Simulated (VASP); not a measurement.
# Co (Pm-3m) in VASP: notebook

Co is run at these levels: LDA; tasks: single point.

Program: VASP 6.6.1. These are calculated values, not measurements. Logs are shortened: lines on timing, memory, paths and dates and some standing lists are left out, and cuts for length are marked.

## Step 1: The cell of the first run

Symmetry: Pm-3m, No. 221, cubic system. Conventional cell: a = 2.161 Å, b = 2.161 Å, c = 2.161 Å, α = 90.00°, β = 90.00°, γ = 90.00°. Within 2.9 Å of Co (site symmetry m-3m) lie 6 Co at 2.16 Å.

## Step 2: Single point, LDA, collinear spin, ferromagnetic start (volume scaled by 0.88)

Input file INCAR:

```
PREC = Accurate
ENCUT = 520
EDIFF = 1E-7
ISMEAR = -1
SIGMA = 0.05
LREAL = False
LASPH = True
NELM = 150
ALGO = Normal
ISIF = 2
LWAVE = False
LCHARG = False
ISPIN = 2
MAGMOM = 1.546
LORBIT = 11
LMAXMIX = 4
NBANDS = 14
```

Input file KPOINTS:

```
regular mesh
0
Gamma
  16 16 16
```

Input file POSCAR:

```
Co
1.0
    2.1610044980      0.0000000000      0.0000000000
    0.0000000000      2.1610044980      0.0000000000
    0.0000000000      0.0000000000      2.1610044980
Co
1
Direct
    0.0000000000      0.0000000000      0.0000000000
```

Potentials or basis: VASP PAW LDA potentials, release 64 (Co).

The run is started by

```
$ cat potpaw_LDA.64/Co/POTCAR > POTCAR
$ mpirun -np 1 vasp_std > vasp.out
```

OUTCAR:

```text
PREC = Accurate
   ENCUT = 520
   EDIFF = 1E-7
   ISMEAR = -1
   LREAL = False
   LASPH = True
   NELM = 150
   ISIF = 2
   ISPIN = 2
   LORBIT = 11

 ion  position               nearest neighbor table
   1  0.000  0.000  0.000-

  LATTYP: Found a simple cubic cell.
 ALAT       =     2.1610044980

  Lattice vectors:

 A1 = (   2.1610044980,   0.0000000000,   0.0000000000)
 A2 = (   0.0000000000,   2.1610044980,   0.0000000000)
 A3 = (   0.0000000000,   0.0000000000,   2.1610044980)

Analysis of symmetry for initial positions (statically):
=====================================================================
 Subroutine PRICEL returns:
 Original cell was already a primitive cell.

 Routine SETGRP: Setting up the symmetry group for a
 simple cubic supercell.

 Subroutine GETGRP returns: Found 48 space group operations
 (whereof 48 operations were pure point group operations)
 out of a pool of 48 trial point group operations.

The static configuration has the point symmetry O_h .

Analysis of symmetry for dynamics (positions and initial velocities):
=====================================================================
 Subroutine PRICEL returns:
 Original cell was already a primitive cell.

 Routine SETGRP: Setting up the symmetry group for a
 simple cubic supercell.

 Subroutine GETGRP returns: Found 48 space group operations
 (whereof 48 operations were pure point group operations)
 out of a pool of 48 trial point group operations.

The dynamic configuration has the point symmetry O_h .

Analysis of structural, dynamic, and magnetic symmetry:
=====================================================================
 Subroutine PRICEL returns:
 Original cell was already a primitive cell.

 Routine SETGRP: Setting up the symmetry group for a
 simple cubic supercell.

 Subroutine GETGRP returns: Found 48 space group operations
 (whereof 48 operations were pure point group operations)
 out of a pool of 48 trial point group operations.

The overall configuration has the point symmetry O_h .

 Subroutine INISYM returns: Found 48 space group operations
 (whereof 48 operations are pure point group operations),
 and found     1 'primitive' translations

----------------------------------------------------------------------------------------

                                     Primitive cell

  volume of cell :      10.0918

  direct lattice vectors                    reciprocal lattice vectors
     2.161004498  0.000000000  0.000000000     0.462747764  0.000000000  0.000000000
     0.000000000  2.161004498  0.000000000     0.000000000  0.462747764  0.000000000
     0.000000000  0.000000000  2.161004498     0.000000000  0.000000000  0.462747764

  length of vectors
     2.161004498  2.161004498  2.161004498     0.462747764  0.462747764  0.462747764

  position of ions in fractional coordinates (direct lattice)
     0.000000000  0.000000000  0.000000000

  ion indices of the primitive-cell ions
[... 115 lines left out ...]
  ext. energy  EPLUGINS =         0.00000000
  ---------------------------------------------------
  free energy    TOTEN  =        -7.15706598 eV

  energy without entropy =       -7.14625982  energy(sigma->0) =       -7.15166290

 E-fermi :  11.3018     XC(G=0): -14.0538

 val. band max:       11.3010116834   @ k =   0.3125   0.0625   0.0000
 cond. band min:      11.3110882193   @ k =   0.3750   0.3750   0.0000
 fundamental gap:      0.0100765359
 Fermi energy:        11.3018284856

 spin component 1

 k-point     1 :       0.0000    0.0000    0.0000
  band No.  band energies     occupation
      1       1.8149      1.00000
      2       6.2181      1.00000
      3       6.2181      1.00000
      4      11.1253      0.97157
      5      11.1253      0.97156
      6      11.1253      0.97156
      7      33.3618      0.00000
      8      33.3618      0.00000
      9      33.3618      0.00000
     10      38.0208      0.00000
     11      38.0208      0.00000
     12      43.2433      0.00000
     13      49.0050      0.00000
     14      56.3513      0.00000
[... 379 lines left out ...]
      3       7.7749      1.00000
      4       9.5126      1.00000
      5      11.0429      0.99440
      6      11.4894      0.02296
      7      16.8173      0.00000
      8      34.6673      0.00000
      9      38.3775      0.00000
     10      39.7047      0.00000
     11      43.3366      0.00000
     12      44.4534      0.00000
     13      47.5301      0.00000
     14      48.8486      0.00000

 [... further k-points ...]

 spin component 2

 k-point     1 :       0.0000    0.0000    0.0000
  band No.  band energies     occupation
      1       2.0520      1.00000
      2       7.1108      1.00000
      3       7.1108      1.00000
      4      12.5971      0.00000
      5      12.5971      0.00000
      6      12.5971      0.00000
      7      33.6899      0.00000
      8      33.6899      0.00000
      9      33.6899      0.00000
     10      38.4399      0.00000
     11      38.4399      0.00000
     12      43.5663      0.00000
     13      51.6565      0.00000
     14      56.6922      0.00000
[... 379 lines left out ...]
      3       8.5548      1.00000
      4      10.8657      0.99984
      5      12.2307      0.00000
      6      12.5082      0.00000
      7      17.6273      0.00000
      8      34.9503      0.00000
      9      38.8556      0.00000
     10      39.8946      0.00000
     11      43.7956      0.00000
     12      44.8099      0.00000
     13      48.3410      0.00000
     14      49.5243      0.00000

 [... further k-points ...]
[... 5 lines left out ...]
  --------------------------------------------------------------------------------------
  -------------------------------------------------------------------------------------
  Total        1.9560115      1.9560115      1.9560115      0.0000000      0.0000000     -0.0000000
  in kB      310.5381550    310.5381550    310.5381550      0.0000000      0.0000000     -0.0000000
  external PRESSURE =     310.5381550 kB  Pullay stress =       0.0000000 kB

 VOLUME and BASIS-vectors are now :
 -----------------------------------------------------------------------------
  energy-cutoff  :      520.00
  volume of cell :       10.09
      direct lattice vectors                 reciprocal lattice vectors
     2.161004498  0.000000000  0.000000000     0.462747764  0.000000000  0.000000000
     0.000000000  2.161004498  0.000000000     0.000000000  0.462747764  0.000000000
     0.000000000  0.000000000  2.161004498     0.000000000  0.000000000  0.462747764

 POSITION                                       TOTAL-FORCE (eV/Angst)
 -----------------------------------------------------------------------------------
      0.00000      0.00000      0.00000         0.000000      0.000000      0.000000
 -----------------------------------------------------------------------------------
    total drift:                                0.000000     -0.000000      0.000000

  FREE ENERGIE OF THE ION-ELECTRON SYSTEM (eV)
  ---------------------------------------------------
  free  energy   TOTEN  =        -7.1570659815 eV

  energy  without entropy=       -7.1462598156  energy(sigma->0) =       -7.15166290

 total charge

# of ion       s       p       d       tot
------------------------------------------
    1        0.583   0.562   7.498   8.643

 magnetization (x)

# of ion       s       p       d       tot
------------------------------------------
    1        0.008   0.004   1.277   1.289
```

stdout:

```text
POSCAR found type information on POSCAR Co
 POSCAR found :  1 types and       1 ions
 scaLAPACK will be used
 LDA part: xc-table for (Slater(with rela. corr.)+CA(PZ))
 , standard interpolation
 POSCAR, INCAR and KPOINTS ok, starting setup
 FFT: planning ... GRIDC
 FFT: planning ... GRID_SOFT
 FFT: planning ... GRID
 WAVECAR not read
 entering main loop
```

Run time: 29 s. Hardware: 1 thread of Intel Xeon Platinum 8259CL at 2.50GHz (Skylake/Cascade Lake), shared host; peak memory 0.14 GiB.

Results:

- Free energy: -7.1571 eV
- Pressure: 31.1 GPa
- Net moment: 1.30 μB per cell
- Site moments: Co +1.29 μB
- Valence electrons inside the program's atomic spheres: Co 8.64

## Step 3: Single point, LDA, collinear spin, ferromagnetic start (volume scaled by 0.92)

Input file INCAR:

```
SYSTEM = Co
PREC = Accurate
ENCUT = 520
EDIFF = 1E-6
ISMEAR = -1
SIGMA = 0.05
LREAL = .False.
LASPH = .True.
NELM = 150
ALGO = Normal
ISIF = 2
LWAVE = .False.
LCHARG = .False.
ISPIN = 2
MAGMOM = 1.546
LORBIT = 11
LMAXMIX = 4
NBANDS = 14
```

Input file KPOINTS:

```
Automatic mesh
0
Gamma
  16 16 16
  0 0 0
```

Input file POSCAR:

```
Co
1.0
    2.1932630524      0.0000000000      0.0000000000
    0.0000000000      2.1932630524      0.0000000000
    0.0000000000      0.0000000000      2.1932630524
Co
1
Direct
    0.0000000000      0.0000000000      0.0000000000
```

Potentials or basis: VASP PAW LDA potentials, release 64 (Co).

The run is started by

```
$ cat potpaw_LDA.64/Co/POTCAR > POTCAR
$ mpirun -np 1 vasp_std > vasp.out
```

Run time: 25 s. Hardware: 1 thread of Intel Xeon Platinum 8259CL at 2.50GHz (Skylake/Cascade Lake), shared host; peak memory 0.14 GiB.

The run converged. Its results:

| Property | Result |
| --- | --- |
| Free energy | -7.2264 eV |
| Pressure | 17.7 GPa |
| Net moment | 1.37 μB per cell |
| Site moments | Co +1.36 μB |
| Valence electrons inside the program's atomic spheres | Co 8.54 |

Levels at points of the mesh, in eV from the Fermi level:
Spin up:
```tsv
k point	band 2	band 3	band 4	band 5	band 6	band 7	band 8	band 9
(0.00, 0.00, 0.00)	-4.86	-4.86	-0.28	-0.28	-0.28	21.45	21.45	21.45
(0.50, 0.00, 0.00)	-4.24	-1.83	-1.83	-1.64	-0.14	5.11	25.28	28.99
(0.50, 0.50, 0.00)	-3.62	-1.51	-1.51	0.94	5.72	5.72	12.53	14.50
(0.50, 0.50, 0.50)	-4.58	-4.58	1.03	1.03	13.71	13.76	13.76	13.76
```
Spin down:
```
           k point  band 1  band 2  band 3  band 4  band 5  band 6  band 7  band 8
(0.00, 0.00, 0.00)   -8.97   -3.92   -3.92    1.26    1.26    1.26   21.79   21.79
(0.50, 0.00, 0.00)   -4.16   -3.24   -1.43   -0.41   -0.41    1.41    5.98   25.42
(0.50, 0.50, 0.00)   -4.94   -2.66   -0.06   -0.06    2.18    6.01    6.01   13.21
(0.50, 0.50, 0.50)   -3.45   -3.45   -3.45    2.27    2.27   13.73   14.17   14.17
```

## Step 4: Single point, LDA, collinear spin, ferromagnetic start (volume scaled by 0.96)

Input file INCAR:

```
SYSTEM = Co
ALGO = Normal
EDIFF = 1E-7
ENCUT = 520
GGA = CA
ISIF = 2
ISMEAR = -1
ISPIN = 2
LASPH = .True.
LCHARG = .False.
LMAXMIX = 4
LORBIT = 11
LREAL = .False.
LWAVE = .False.
MAGMOM = 1.546
NBANDS = 14
NELM = 150
PREC = Accurate
SIGMA = 0.05
```

Input file KPOINTS:

```
k-points
0
Gamma
  16 16 16
  0 0 0
```

Input file POSCAR:

```
Co
1.0
    2.2245996154      0.0000000000      0.0000000000
    0.0000000000      2.2245996154      0.0000000000
    0.0000000000      0.0000000000      2.2245996154
Co
1
Direct
    0.0000000000      0.0000000000      0.0000000000
```

The run is started by

```
$ cat potpaw_LDA.64/Co/POTCAR > POTCAR
$ mpirun -np 1 vasp_std > vasp.out
```

Wall time 56 s (1 thread of Intel Xeon Platinum 8259CL at 2.50GHz (Skylake/Cascade Lake), shared host); peak memory 0.15 GiB.

The run converged. Its results:

```
Free energy                                           : -7.2614 eV
Pressure                                              : 7.1 GPa
Net moment                                            : 1.43 μB per cell
Site moments                                          : Co +1.42 μB
Valence electrons inside the program's atomic spheres : Co 8.45
```

Levels at points of the mesh, in eV from the Fermi level:
Spin up:
| k point | band 2 | band 3 | band 4 | band 5 | band 6 | band 7 | band 8 | band 9 |
| --- | --- | --- | --- | --- | --- | --- | --- | --- |
| (0.00, 0.00, 0.00) | -4.67 | -4.67 | -0.38 | -0.38 | -0.38 | 20.88 | 20.88 | 20.88 |
| (0.50, 0.00, 0.00) | -4.08 | -1.82 | -1.82 | -1.54 | -0.25 | 4.77 | 24.89 | 28.31 |
| (0.50, 0.50, 0.00) | -3.52 | -1.53 | -1.53 | 0.79 | 5.54 | 5.54 | 12.20 | 13.77 |
| (0.50, 0.50, 0.50) | -4.39 | -4.39 | 0.87 | 0.87 | 13.23 | 13.23 | 13.23 | 13.62 |
Spin down:
```tsv
k point	band 1	band 2	band 3	band 4	band 5	band 6	band 7	band 8
(0.00, 0.00, 0.00)	-8.71	-3.67	-3.67	1.21	1.21	1.21	21.22	21.22
(0.50, 0.00, 0.00)	-3.99	-3.04	-1.34	-0.36	-0.36	1.35	5.68	25.02
(0.50, 0.50, 0.00)	-4.62	-2.51	-0.02	-0.02	2.08	5.83	5.83	12.88
(0.50, 0.50, 0.50)	-3.21	-3.21	-3.21	2.16	2.16	13.64	13.64	13.64
```

## Step 5: Summary

| cell | gap on the mesh (eV) | pressure (GPa) | moment (μB) |
| --- | --- | --- | --- |
| a = 2.161 Å, 1 atom | none | 31.1 | 1.30 |
| a = 2.193 Å, 1 atom | none | 17.7 | 1.37 |
| a = 2.225 Å, 1 atom | none | 7.1 | 1.43 |

Alike in all rows: task single point; level LDA; potentials or basis VASP PAW LDA potentials, release 64 (Co); spin collinear, ferromagnetic start; k mesh 16 × 16 × 16; cutoff (eV) 520; smearing fermi-dirac 0.05 eV.

Absolute energies hang on the potentials; compare differences alone.
